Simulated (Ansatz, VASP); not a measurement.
BaTiO3 in VASP and in Ansatz

```
Ba Ti O
1.0
     4.07398    0.00000    0.00000
     0.00000    4.07398    0.00000
     0.00000    0.00000    4.07398
Ba Ti O
1 1 3
Direct
  0.00000 0.00000 0.00000
  0.50000 0.50000 0.50000
  0.50000 0.50000 0.00000
  0.50000 0.00000 0.50000
  0.00000 0.50000 0.50000
```

Change from the starting cell: hydrostatic strain +2.0%.

Alike in both runs: task single point; functional HSE06; k mesh 4 × 4 × 4; no spin polarisation.

|  | VASP | Ansatz |
| --- | --- | --- |
| version | VASP 6.6.1 | Ansatz 0.2.0 |
| potentials or method | VASP PAW PBE potentials, release 64 (Ba_sv, Ti_sv, O) | plane waves, PAW |
| plane-wave cutoff (eV) | 520 | 420 |
| occupations | gaussian, width 0.01 eV | fixed |
| valence electrons in the cell | 40 | 40 |

```tsv
	VASP	Ansatz	Ansatz less VASP
gap on the k mesh at the Fermi level (eV)	2.98	3.04	+0.057
pressure (GPa)	-10.0	-11.4	-1.39
```

Ansatz's warnings: stress exchange threshold loose, stress scf threshold loose.

Neither program's run includes spin-orbit coupling.
